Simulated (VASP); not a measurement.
# CuCl (F-43m) in VASP: single point with PBEsol

Aim: the single point of CuCl with PBEsol.

Program: VASP 6.6.1. These are calculated values, not measurements. Logs are shortened: lines on timing, memory, paths and dates and some standing lists are left out, and cuts for length are marked.

**1. The cell of the first run**

The structure is cubic, space group F-43m (No. 216). Conventional cell: a = 5.420 Å, b = 5.420 Å, c = 5.420 Å, α = 90.00°, β = 90.00°, γ = 90.00°. Within 3.1 Å of Cl (site symmetry -43m) lie 4 Cu at 2.35 Å. Cu (site symmetry -43m) has 4 Cl at 2.35 Å within 3.1 Å.

**2. Single point, PBEsol, collinear spin**

Contents of INCAR:

```
SYSTEM = CuCl
ALGO = Normal
EDIFF = 1E-6
ENCUT = 600
GGA = PS
GGA_COMPAT = .False.
ISIF = 2
ISMEAR = 0
ISPIN = 2
LASPH = .True.
LCHARG = .False.
LMAXMIX = 4
LORBIT = 11
LREAL = .False.
LWAVE = .False.
MAGMOM = 0 1
NBANDS = 20
NELM = 200
PREC = Accurate
SIGMA = 0.1
```

Contents of KPOINTS:

```
k-points
0
Gamma
  6 6 6
  0 0 0
```

Contents of POSCAR:

```
CuCl
1.0
    0.0000000000     -2.7101000000     -2.7101000000
    2.7101000000      0.0000000000     -2.7101000000
    2.7101000000     -2.7101000000      0.0000000000
Cl Cu
1 1
Direct
    0.5000000000      0.5000000000      0.5000000000
    0.7500000000      0.7500000000      0.7500000000
```

Potentials or basis: VASP PAW PBE potentials, release 64 (Cl, Cu).

Launch:

```bash
> cat potpaw_PBE.64/Cl/POTCAR potpaw_PBE.64/Cu/POTCAR > POTCAR
> mpirun -np 1 vasp_std > vasp.out
```

OUTCAR:

```text
SYSTEM = CuCl
   EDIFF = 1E-6
   ENCUT = 600
   GGA = PS
   ISIF = 2
   ISMEAR = 0
   ISPIN = 2
   LASPH = .True.
   LORBIT = 11
   LREAL = .False.
   NELM = 200
   PREC = Accurate

 ion  position               nearest neighbor table
   1  0.500  0.500  0.500-   2 2.35   2 2.35   2 2.35   2 2.35
   2  0.750  0.750  0.750-   1 2.35   1 2.35   1 2.35   1 2.35

  LATTYP: Found a face centered cubic cell.
 ALAT       =     5.4202000000

  Lattice vectors:

 A1 = (   0.0000000000,  -2.7101000000,  -2.7101000000)
 A2 = (   2.7101000000,   0.0000000000,  -2.7101000000)
 A3 = (   2.7101000000,  -2.7101000000,   0.0000000000)

Analysis of symmetry for initial positions (statically):
=====================================================================
 Subroutine PRICEL returns:
 Original cell was already a primitive cell.

 Routine SETGRP: Setting up the symmetry group for a
 face centered cubic supercell.

 Subroutine GETGRP returns: Found 24 space group operations
 (whereof 24 operations were pure point group operations)
 out of a pool of 48 trial point group operations.

The static configuration has the point symmetry T_d .

Analysis of symmetry for dynamics (positions and initial velocities):
=====================================================================
 Subroutine PRICEL returns:
 Original cell was already a primitive cell.

 Routine SETGRP: Setting up the symmetry group for a
 face centered cubic supercell.

 Subroutine GETGRP returns: Found 24 space group operations
 (whereof 24 operations were pure point group operations)
 out of a pool of 48 trial point group operations.

The dynamic configuration has the point symmetry T_d .

Analysis of structural, dynamic, and magnetic symmetry:
=====================================================================
 Subroutine PRICEL returns:
 Original cell was already a primitive cell.

 Routine SETGRP: Setting up the symmetry group for a
 face centered cubic supercell.

 Subroutine GETGRP returns: Found 24 space group operations
 (whereof 24 operations were pure point group operations)
 out of a pool of 48 trial point group operations.

The overall configuration has the point symmetry T_d .

 Subroutine INISYM returns: Found 24 space group operations
 (whereof 24 operations are pure point group operations),
[... 106 lines left out ...]
     AMIX     =   0.40;   BMIX     =  1.00
     AMIX_MAG =   1.60;   BMIX_MAG =  1.00
  volume/ion in A,a.u.               =      19.90       134.32
  Fermi-wavevector in a.u.,A,eV,Ry     =   1.256523  2.374484 21.481550  1.578849
  Thomas-Fermi vector in A             =   2.390227
   LORBIT       =     11    0 simple, 1 ext, 2 COOP (PROOUT), +10 PAW based schemes
   GGA     = PS    functional components
   LHFCALC =     F    Hartree Fock is set to
   AEXX    =    0.0000 exact exchange contribution
   IVDW    =     0    specifies the selected vdW correction
   LEPSILON=     F    determine dielectric tensor
   LRPA    =     F    only Hartree local field effects (RPA)
 spin polarized calculation
 Gauss-broadening in eV      SIGMA  =   0.10
  energy-cutoff  :      600.00
  volume of cell :       39.81
 maximum number of plane-waves:      1363
 NGX is ok and might be reduce to    32
   NGX = 15   NGY = 15   NGZ = 15

 number of electron      18.0000009 magnetization       0.0023776

 number of electron      18.0000009 magnetization      -0.0000028

 Free energy of the ion-electron system (eV)
  ---------------------------------------------------
  ext. energy  EPLUGINS =         0.00000000
  ---------------------------------------------------
  free energy    TOTEN  =        -7.02961100 eV

  energy without entropy =       -7.02959889  energy(sigma->0) =       -7.02960494

 E-fermi :   3.9199     XC(G=0):  -9.6361

 val. band max:        3.7003906394   @ k =   0.0000   0.0000   0.0000
 cond. band min:       4.1152276876   @ k =   0.0000   0.0000   0.0000
 fundamental gap:      0.4148370482
 Fermi energy:         3.9199030912

 spin component 1

 k-point     1 :       0.0000    0.0000    0.0000
  band No.  band energies     occupation
      1     -13.2540      1.00000
      2      -1.1989      1.00000
      3      -1.1989      1.00000
      4      -1.1989      1.00000
      5       2.2063      1.00000
      6       2.2063      1.00000
[... 344 lines left out ...]
      6       2.1441      1.00000
[... 12 lines left out ...]
     19      22.2138      0.00000
     20      24.2131      0.00000
 Fermi energy:         3.9199030912

 spin component 2

 k-point     1 :       0.0000    0.0000    0.0000
  band No.  band energies     occupation
      1     -13.2540      1.00000
      2      -1.1989      1.00000
      3      -1.1989      1.00000
      4      -1.1989      1.00000
      5       2.2063      1.00000
      6       2.2063      1.00000
[... 357 lines left out ...]
     19      22.2139      0.00000
     20      24.2131      0.00000

------------------------ aborting loop because EDIFF is reached ----------------------------------------

  FORCE on cell =-STRESS in cart. coord.  units (eV):
  Direction    XX          YY          ZZ          XY          YZ          ZX
  --------------------------------------------------------------------------------------
  -------------------------------------------------------------------------------------
  Total       -0.8854565     -0.8854565     -0.8854565      0.0000000      0.0000000      0.0000000
  in kB      -35.6362384    -35.6362384    -35.6362384      0.0000000      0.0000000      0.0000000
  external PRESSURE =     -35.6362384 kB  Pullay stress =       0.0000000 kB

 VOLUME and BASIS-vectors are now :
 -----------------------------------------------------------------------------
  energy-cutoff  :      600.00
  volume of cell :       39.81
      direct lattice vectors                 reciprocal lattice vectors
     0.000000000 -2.710100000 -2.710100000    -0.184495037 -0.184495037 -0.184495037
     2.710100000  0.000000000 -2.710100000     0.184495037  0.184495037 -0.184495037
     2.710100000 -2.710100000  0.000000000     0.184495037 -0.184495037  0.184495037

 POSITION                                       TOTAL-FORCE (eV/Angst)
 -----------------------------------------------------------------------------------
      2.71010     -2.71010     -2.71010        -0.000000      0.000000      0.000000
      4.06515     -4.06515     -4.06515         0.000000     -0.000000     -0.000000
 -----------------------------------------------------------------------------------
    total drift:                               -0.000001      0.000001      0.000001

  FREE ENERGIE OF THE ION-ELECTRON SYSTEM (eV)
  ---------------------------------------------------
  free  energy   TOTEN  =        -7.0296109976 eV

  energy  without entropy=       -7.0295988872  energy(sigma->0) =       -7.02960494

 total charge

# of ion       s       p       d       tot
------------------------------------------
    1        1.575   3.466   0.000   5.042
    2        0.278   0.256   9.380   9.914
--------------------------------------------------
tot          1.854   3.722   9.380  14.956

 magnetization (x)

# of ion       s       p       d       tot
------------------------------------------
    1        0.000  -0.000   0.000  -0.000
    2        0.000  -0.000  -0.000  -0.000
--------------------------------------------------
tot          0.000  -0.000  -0.000  -0.000
```

OSZICAR:

```text
N       E                     dE             d eps       ncg     rms          rms(c)
DAV:   1     0.131435217842E+03    0.13144E+03   -0.82657E+03  1312   0.120E+03
DAV:   2     0.645167096339E+01   -0.12498E+03   -0.11043E+03  1332   0.259E+02
DAV:   3    -0.676774745320E+01   -0.13219E+02   -0.12847E+02  1540   0.823E+01
DAV:   4    -0.709427061913E+01   -0.32652E+00   -0.32529E+00  1544   0.119E+01
DAV:   5    -0.710252776303E+01   -0.82571E-02   -0.82560E-02  1644   0.214E+00    0.864E+00
DAV:   6    -0.715156679203E+01   -0.49039E-01   -0.16461E+00  1496   0.311E+01    0.388E+00
DAV:   7    -0.703253952321E+01    0.11903E+00   -0.50443E-01  1492   0.184E+01    0.174E+00
DAV:   8    -0.702934222321E+01    0.31973E-02   -0.13779E-02  1832   0.113E+00    0.701E-01
DAV:   9    -0.702948821999E+01   -0.14600E-03   -0.16864E-03  1724   0.496E-01    0.941E-02
DAV:  10    -0.702958174531E+01   -0.93525E-04   -0.30419E-04  1716   0.245E-01    0.445E-02
DAV:  11    -0.702960447985E+01   -0.22735E-04   -0.27049E-05  1756   0.798E-02    0.294E-02
DAV:  12    -0.702960823409E+01   -0.37542E-05   -0.77344E-06  1676   0.442E-02    0.989E-03
DAV:  13    -0.702961094296E+01   -0.27089E-05   -0.33747E-06  1604   0.213E-02    0.450E-03
DAV:  14    -0.702961099761E+01   -0.54644E-07   -0.24486E-07  1084   0.612E-03
   1 F= -.70296110E+01 E0= -.70296049E+01  d E =-.121104E-04  mag=     0.0000
```

Wall time 24 s (1 thread of Intel Xeon Platinum 8375C at 2.90GHz (Ice Lake), shared host); peak memory 0.2 GiB.

Results:

- Free energy: -7.0296 eV
- Pressure: -3.6 GPa
- Band gap on the k mesh: 0.41 eV
- Net moment: 0.00 μB per cell
- Valence electrons inside the program's atomic spheres: Cl 5.04; Cu 9.91

Levels at points of the mesh, in eV from the valence-band top:
Spin up:
```tsv
k point	band 5	band 6	band 7	band 8	band 9	band 10	band 11	band 12	band 13	band 14
(0.00, 0.00, 0.00)	-1.49	-1.49	0.00	0.00	0.00	0.41	6.69	6.69	6.69	11.72
(0.50, 0.00, 0.00)	-1.42	-1.42	-1.37	-0.56	-0.56	2.80	6.66	7.11	7.11	11.75
(0.50, 0.50, 0.00)	-1.63	-1.39	-1.31	-1.11	-1.11	3.33	4.42	8.61	10.88	10.88
```
Spin down:
```tsv
k point	band 7	band 8	band 9	band 10	band 11	band 12
(0.00, 0.00, 0.00)	0.00	0.00	0.00	0.41	6.69	6.69
(0.50, 0.00, 0.00)	-1.37	-0.56	-0.56	2.80	6.66	7.11
(0.50, 0.50, 0.00)	-1.31	-1.11	-1.11	3.33	4.42	8.61
```

Caveat: the cell stands under tension; semilocal functionals underestimate gaps, and a narrow one can read as zero; the PAW data sets were made with another functional, which shifts forces and pressure a little. Expect the measured gap to be larger: semilocal functionals such as PBEsol lack the derivative discontinuity.
